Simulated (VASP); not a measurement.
Set up this calculation in VASP 6.6.1, as the native input.

```yaml
Task: single point
Functional: PBE
Potentials_or_basis: VASP PAW PBE potentials, release 64 (Sn_d, O)
Cutoff: 520 eV
k_mesh: 10 × 10 × 10
Occupations: gaussian, width 0.02 eV
Spin: no spin polarisation
Dipole_correction: no
Further_INCAR_settings: ALGO = Normal; EDIFF = 1e-07; NBANDS = 35
```

The structure of SnO2 lies in POSCAR:

```
SnO2
1.0
   -2.0254336226      2.0254336226      5.1849410723
    2.0254336226     -2.0254336226      5.1849410723
    2.0254336226      2.0254336226     -5.1849410723
Sn O
2 4
Direct
    0.0000000000      0.0000000000      0.0000000000
    0.7500000000      0.2500000000      0.5000000000
    0.7976291093      0.7976291093      0.0000000000
    0.2023708907      0.2023708907      0.0000000000
    0.9523708907      0.4523708907      0.5000000000
    0.5476291093      0.0476291093      0.5000000000
```

One way to write it, as run:

INCAR

```
SYSTEM = SnO2
ALGO = Normal
EDIFF = 1E-7
ENCUT = 520
GGA = PE
ISIF = 2
ISMEAR = 0
LASPH = .True.
LCHARG = .False.
LREAL = .False.
LWAVE = .False.
NBANDS = 35
NELM = 80
PREC = Accurate
SIGMA = 0.02
```

KPOINTS

```
k-points
0
Gamma
  10 10 10
  0 0 0
```

Potentials or basis: VASP PAW PBE potentials, release 64 (Sn_d, O).

Launch:

```sh
$ cat potpaw_PBE.64/Sn_d/POTCAR potpaw_PBE.64/O/POTCAR > POTCAR
$ mpirun -np 1 vasp_std > vasp.out
```

It gave:

- Pressure: 0.5 GPa
- Largest force: 0.019 eV/Å
- Band gap on the k mesh: 1.31 eV, indirect (least direct gap 1.64 eV)

Caveat: spin-orbit coupling is left out, which moves the levels of the heavy elements.

Run time: 12 min on 1 thread of Intel(R) Xeon(R) Platinum 8488C (Sapphire Rapids), with other jobs on the host, peak memory 0.46 GiB.
